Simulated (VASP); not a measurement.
Input of a VASP 6.6.1 run:

The input INCAR:

```
  PREC = Accurate
  ENCUT = 520
  EDIFF = 1E-6
  ISMEAR = 0
  SIGMA = 0.15
  LREAL = False
  LASPH = True
  NELM = 80
  ALGO = Normal
  ISIF = 2
  LWAVE = False
  LCHARG = False
  GGA = PE
  NBANDS = 12
```

Contents of KPOINTS:

```
Automatic mesh
0
Gamma
  20 20 20
```

File POSCAR:

```
Ta
1.0
   -1.6267443988      1.6267443988      1.7269518538
    1.6267443988     -1.6267443988      1.7269518538
    1.6267443988      1.6267443988     -1.7269518538
Ta
1
Direct
    0.0000000000      0.0000000000      0.0000000000
```

Potentials or basis: VASP PAW PBE potentials, release 64 (Ta_pv).

The run is started by

```console
$ cat potpaw_PBE.64/Ta_pv/POTCAR > POTCAR
$ mpirun -np 1 vasp_std > vasp.out
```

(1) Predict the pressure.

(2) Predict the band gap on the k mesh.

Answers

(1) 0.5 GPa.

(2) zero (an odd number of electrons rules out a gap without spin polarisation).

Caveat: spin-orbit coupling is left out, which moves the levels of the heavy elements.
